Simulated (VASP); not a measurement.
BeS:

```
S Be
1.0
     0.00000    2.47256    2.47256
     2.47256    0.00000    2.47256
     2.47256    2.47256    0.00000
S Be
1 1
Cartesian
  3.7088 3.7088 3.7088
  0.0000 0.0000 0.0000
```

Base run:

```yaml
Program: VASP 6.6.1
Functional: HSE06
Potentials_or_basis: VASP PAW PBE potentials, release 64 (S, Be)
Cutoff: 520 eV
k_mesh: 6 × 6 × 6
Occupations: fermi-dirac, width 0.05 eV
Spin: no spin polarisation
```

Its results: band gap on the k mesh 4.18 eV, indirect (least direct gap 6.56 eV); pressure -5.1 GPa.

Problem. The run is repeated on the same cell with these changes: functional from HSE06 to PBE0; further incar settings from ALGO = Normal; EDIFF = 1e-06; NBANDS = 11 to ALGO = Normal; EDIFF = 1e-07; NBANDS = 11. What comes out?

Solution. Band gap on the k mesh 4.90 eV, indirect (least direct gap 7.28 eV); pressure -5.2 GPa.

Caveats: the PAW data sets were made with another functional, which shifts forces and pressure a little.

A k mesh can miss the band edges.
